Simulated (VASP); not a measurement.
# Rh (P6_3/mmc) in VASP: single point with PBE

Aim: the single point of Rh with PBE.

Everything below comes from runs of VASP 6.6.1. Logs are shortened: lines on timing, memory, paths and dates and some standing lists are left out, and cuts for length are marked.

## Step 1: The cell of the first run

Symmetry: P6_3/mmc, No. 194, hexagonal system. Conventional cell: a = 2.746 Å, b = 2.746 Å, c = 8.963 Å, α = 90.00°, β = 90.00°, γ = 120.00°. Within 3.6 Å of Rh (site symmetry -3m) lie 12 Rh at 2.74 to 2.75 Å. Within 3.6 Å of Rh (site symmetry -6m2) lie 12 Rh at 2.74 to 2.75 Å.

This isn't the form of Rh at room conditions, which is fcc.

## Step 2: Single point, PBE, collinear spin, ferromagnetic start (14.64 Å³/atom)

Input file INCAR:

```
PREC = Accurate
ENCUT = 520
EDIFF = 1E-7
ISMEAR = -1
SIGMA = 0.05
LREAL = False
LASPH = True
NELM = 150
ALGO = Normal
ISIF = 2
LWAVE = False
LCHARG = False
ISPIN = 2
MAGMOM = 1 1 1 1
LORBIT = 11
LMAXMIX = 4
GGA = PE
NBANDS = 42
```

Input file KPOINTS:

```
Automatic mesh
0
Gamma
  18 18 5
```

Input file POSCAR:

```
Rh
1.0
    2.7462743686      0.0000000000      0.0000000000
   -1.3731371843      2.3783433689      0.0000000000
    0.0000000000      0.0000000000      8.9626297902
Rh
4
Direct
    1.0000000000      1.0000000000      0.0000000000
    1.0000000000      1.0000000000      0.5000000000
    0.3333333333      0.6666666667      0.2500000000
    0.6666666667      0.3333333333      0.7500000000
```

Potentials or basis: VASP PAW PBE potentials, release 64 (Rh_pv).

Started as:

```console
$ cat potpaw_PBE.64/Rh_pv/POTCAR > POTCAR
$ mpirun -np 1 vasp_std > vasp.out
```

OUTCAR:

```text
PREC = Accurate
   ENCUT = 520
   EDIFF = 1E-7
   ISMEAR = -1
   LREAL = False
   LASPH = True
   NELM = 150
   ISIF = 2
   ISPIN = 2
   LORBIT = 11
   GGA = PE

 ion  position               nearest neighbor table
   1  0.000  0.000  0.000-   3 2.74   4 2.74   3 2.74   4 2.74   4 2.74   3 2.74
   2  0.000  0.000  0.500-   3 2.74   4 2.74   3 2.74   4 2.74   4 2.74   3 2.74
   3  0.333  0.667  0.250-   1 2.74   2 2.74   1 2.74   2 2.74   1 2.74   2 2.74
   4  0.667  0.333  0.750-   1 2.74   2 2.74   1 2.74   2 2.74   1 2.74   2 2.74

  LATTYP: Found a hexagonal cell.
 ALAT       =     2.7462743686
 C/A-ratio  =     3.2635594945

  Lattice vectors:

 A1 = (   2.7462743686,   0.0000000000,   0.0000000000)
 A2 = (  -1.3731371843,   2.3783433689,   0.0000000000)
 A3 = (   0.0000000000,   0.0000000000,   8.9626297902)

Analysis of symmetry for initial positions (statically):
=====================================================================
 Subroutine PRICEL returns:
 Original cell was already a primitive cell.

 Routine SETGRP: Setting up the symmetry group for a
 hexagonal supercell.

 Subroutine GETGRP returns: Found 24 space group operations
 (whereof 12 operations were pure point group operations)
 out of a pool of 24 trial point group operations.

The static configuration has the point symmetry D_3d.
 The point group associated with its full space group is D_6h.

Analysis of symmetry for dynamics (positions and initial velocities):
=====================================================================
 Subroutine PRICEL returns:
 Original cell was already a primitive cell.

 Routine SETGRP: Setting up the symmetry group for a
 hexagonal supercell.

 Subroutine GETGRP returns: Found 24 space group operations
 (whereof 12 operations were pure point group operations)
 out of a pool of 24 trial point group operations.

The dynamic configuration has the point symmetry D_3d.
 The point group associated with its full space group is D_6h.

Analysis of structural, dynamic, and magnetic symmetry:
=====================================================================
 Subroutine PRICEL returns:
 Original cell was already a primitive cell.

 Routine SETGRP: Setting up the symmetry group for a
 hexagonal supercell.

 Subroutine GETGRP returns: Found 24 space group operations
 (whereof 12 operations were pure point group operations)
 out of a pool of 24 trial point group operations.

The overall configuration has the point symmetry D_3d.
 The point group associated with its full space group is D_6h.

 Subroutine INISYM returns: Found 24 space group operations
 (whereof 12 operations are pure point group operations),
 and found     1 'primitive' translations

----------------------------------------------------------------------------------------

                                     Primitive cell

  volume of cell :      58.5402

  direct lattice vectors                    reciprocal lattice vectors
     2.746274369  0.000000000  0.000000000     0.364129677  0.210230367  0.000000000
    -1.373137184  2.378343369  0.000000000     0.000000000  0.420460735  0.000000000
     0.000000000  0.000000000  8.962629790     0.000000000  0.000000000  0.111574395

  length of vectors
     2.746274369  2.746274369  8.962629790     0.420460735  0.420460735  0.111574395

  position of ions in fractional coordinates (direct lattice)
     0.000000000  0.000000000  0.000000000
     0.000000000  0.000000000  0.500000000
     0.333333333  0.666666667  0.250000000
     0.666666667  0.333333333  0.750000000

  ion indices of the primitive-cell ions
   primitive index   ion index
                 1           1
                 2           2
                 3           3
                 4           4

----------------------------------------------------------------------------------------

 KPOINTS: Automatic mesh

Automatic generation of k-mesh.
 Grid dimensions read from file:
 generate k-points for:   18   18    5

 Generating k-lattice:

  Cartesian coordinates                     Fractional coordinates (reciprocal lattice)
     0.020229427  0.011679465  0.000000000     0.055555556  0.000000000  0.000000000
     0.000000000  0.023358930  0.000000000     0.000000000  0.055555556  0.000000000
     0.000000000  0.000000000  0.022314879     0.000000000  0.000000000  0.200000000

  Length of vectors
     0.023358930  0.023358930  0.022314879

  Shift w.r.t. Gamma in fractional coordinates (k-lattice)
     0.000000000  0.000000000  0.000000000

 Subroutine IBZKPT returns following result:
 ===========================================

 Found    111 irreducible k-points:

 Following reciprocal coordinates:
            Coordinates               Weight
  0.000000  0.000000  0.000000      1.000000
  0.055556 -0.000000  0.000000      6.000000
  0.111111 -0.000000  0.000000      6.000000
  0.166667  0.000000  0.000000      6.000000
  0.222222 -0.000000  0.000000      6.000000
  0.277778  0.000000  0.000000      6.000000
[... 16 lines left out ...]
  0.333333  0.111111  0.000000     12.000000
  0.388889  0.111111  0.000000     12.000000
 [... further k-points ...]
   k-points           NKPTS =    111   k-points in BZ     NKDIM =    111   number of bands    NBANDS=     42
   number of dos      NEDOS =    301   number of ions     NIONS =      4
   total plane-waves  NPLWV =  28000
   dimension x,y,z NGX =    20 NGY =   20 NGZ =   70
   dimension x,y,z NGXF=    40 NGYF=   40 NGZF=  140
   ions per type =               4
   NGX,Y,Z   is equivalent  to a cutoff of  12.11, 12.11, 12.98 a.u.
   NGXF,Y,Z  is equivalent  to a cutoff of  24.21, 24.21, 25.97 a.u.
 SYSTEM =  unknown system
   PREC   = accura    normal or accurate (medium, high low for compatibility)
   ISTART =      0    job   : 0-new  1-cont  2-samecut
   ICHARG =      2    charge: 1-file 2-atom 10-const
   ISPIN  =      2    spin polarized calculation?
   LNONCOLLINEAR =      F non collinear calculations
   LSORBIT =      F    spin-orbit coupling
   LASPH  =      T    aspherical Exc in radial PAW
   ENCUT  =  520.0 eV  38.22 Ry    6.18 a.u.   5.11  5.11 16.66*2*pi/ulx,y,z
   NELM   =    150;   NELMIN=  2; NELMDL= -5     # of ELM steps
   EDIFF  = 0.1E-06   stopping-criterion for ELM
   LREAL  =      F    real-space projection
   EDIFFG = 0.1E-05   stopping-criterion for IOM
   NSW    =      0    number of steps for IOM
   IBRION =     -1    ionic relax: 0-MD 1-quasi-New 2-CG
   NFREE  =      0    steps in history (QN), initial steepest desc. (CG)
   ISIF   =      2    stress and relaxation
   ISYM   =      2    0-nonsym 1-usesym 2-fastsym
   POTIM  = 0.5000    time-step for ionic-motion
   TEBEG  =    0.0;   TEEND  =   0.0 temperature during run
   PSTRESS=    0.0 pullay stress
   NELECT =      60.0000    total number of electrons
   NUPDOWN=      -1.0000    fix difference up-down
   EMIN   =  10.00;   EMAX   =-10.00  energy-range for DOS
   EFERMI =   0.00;   METHOD = LEGACY
   ISMEAR =    -1;   SIGMA  =   0.05  broadening in eV -4-tet -1-fermi 0-gaus
   EFERMI_NEDOS =   21; number of points for ismear=-14 and -15
   IALGO  =     38    algorithm
   IMIX   =      4    mixing-type and parameters
     AMIX     =   0.40;   BMIX     =  1.00
     AMIX_MAG =   1.60;   BMIX_MAG =  1.00
  volume/ion in A,a.u.               =      14.64        98.76
  Fermi-wavevector in a.u.,A,eV,Ry     =   1.650595  3.119173 37.068594  2.724465
  Thomas-Fermi vector in A             =   2.739518
   LORBIT       =     11    0 simple, 1 ext, 2 COOP (PROOUT), +10 PAW based schemes
   GGA     = PE    functional components
   LHFCALC =     F    Hartree Fock is set to
   AEXX    =    0.0000 exact exchange contribution
   IVDW    =     0    specifies the selected vdW correction
   LEPSILON=     F    determine dielectric tensor
   LRPA    =     F    only Hartree local field effects (RPA)
 spin polarized calculation
  energy-cutoff  :      520.00
  volume of cell :       58.54
 maximum number of plane-waves:      1605
   NGX = 11   NGY = 11   NGZ = 33

 number of electron      60.0000011 magnetization      -0.0000137

 number of electron      60.0000011 magnetization       0.0000065

 Free energy of the ion-electron system (eV)
  ---------------------------------------------------
  ext. energy  EPLUGINS =         0.00000000
  ---------------------------------------------------
  free energy    TOTEN  =       -28.91846844 eV

  energy without entropy =      -28.86595762  energy(sigma->0) =      -28.89221303

 E-fermi :  10.8217     XC(G=0): -13.6315

 val. band max:       10.8215675090   @ k =   0.3333   0.0000   0.0000
 cond. band min:      10.8229886368   @ k =   0.2778   0.1111   0.0000
 fundamental gap:      0.0014211278
 Fermi energy:        10.8216827647

 spin component 1

 k-point     1 :       0.0000    0.0000    0.0000
  band No.  band energies     occupation
      1     -36.0628      1.00000
      2     -35.7764      1.00000
      3     -35.7691      1.00000
      4     -35.5542      1.00000
      5     -35.5542      1.00000
      6     -35.5222      1.00000
[... 1069 lines left out ...]
     41      22.5270      0.00000
     42      24.6686      0.00000

 [... further k-points ...]

 spin component 2

 k-point     1 :       0.0000    0.0000    0.0000
  band No.  band energies     occupation
      1     -36.0628      1.00000
      2     -35.7764      1.00000
      3     -35.7691      1.00000
      4     -35.5542      1.00000
      5     -35.5542      1.00000
      6     -35.5222      1.00000
[... 1069 lines left out ...]
     41      22.5270      0.00000
     42      24.6686      0.00000

 [... further k-points ...]

------------------------ aborting loop because EDIFF is reached ----------------------------------------

  FORCE on cell =-STRESS in cart. coord.  units (eV):
  Direction    XX          YY          ZZ          XY          YZ          ZX
  --------------------------------------------------------------------------------------
  -------------------------------------------------------------------------------------
  Total       -3.2431582     -3.2431582     -3.3858409      0.0000000      0.0000000      0.0000000
  in kB      -88.7615287    -88.7615287    -92.6665917      0.0000000      0.0000000      0.0000000
  external PRESSURE =     -90.0632164 kB  Pullay stress =       0.0000000 kB

 VOLUME and BASIS-vectors are now :
 -----------------------------------------------------------------------------
  energy-cutoff  :      520.00
  volume of cell :       58.54
      direct lattice vectors                 reciprocal lattice vectors
     2.746274369  0.000000000  0.000000000     0.364129677  0.210230367  0.000000000
    -1.373137184  2.378343369  0.000000000     0.000000000  0.420460735  0.000000000
     0.000000000  0.000000000  8.962629790     0.000000000  0.000000000  0.111574395

 POSITION                                       TOTAL-FORCE (eV/Angst)
 -----------------------------------------------------------------------------------
      0.00000      0.00000      0.00000        -0.000000      0.000000     -0.000000
      0.00000      0.00000      4.48131        -0.000000      0.000000     -0.000000
     -0.00000      1.58556      2.24066        -0.000000      0.000000     -0.000000
      1.37314      0.79278      6.72197         0.000000     -0.000000      0.000000
 -----------------------------------------------------------------------------------
    total drift:                                0.000000     -0.000000      0.000000

  FREE ENERGIE OF THE ION-ELECTRON SYSTEM (eV)
  ---------------------------------------------------
  free  energy   TOTEN  =       -28.9184684354 eV

  energy  without entropy=      -28.8659576186  energy(sigma->0) =      -28.89221303

 total charge

# of ion       s       p       d       tot
------------------------------------------
    1        0.386   6.261   7.033  13.680
    2        0.386   6.261   7.033  13.680
    3        0.386   6.263   7.034  13.683
    4        0.386   6.263   7.034  13.683
--------------------------------------------------
tot          1.543  25.049  28.134  54.726

 magnetization (x)

# of ion       s       p       d       tot
------------------------------------------
    1       -0.000   0.000   0.000   0.000
    2       -0.000   0.000   0.000   0.000
    3       -0.000   0.000   0.000   0.000
    4       -0.000   0.000   0.000   0.000
--------------------------------------------------
tot         -0.000   0.000   0.000   0.000
```

Wall time 16 min (1 thread of Oxide Virtual Turin-like, shared host); peak memory 0.41 GiB.

Results:

| Property | Result |
| --- | --- |
| Free energy | -28.9185 eV |
| Pressure | -9.0 GPa |
| Band gap on the k mesh | zero (filled and empty bands overlap) |
| Net moment | 0.00 μB per cell |
| Valence electrons inside the program's atomic spheres | Rh 13.68 |

Caveat: the cell stands under tension.
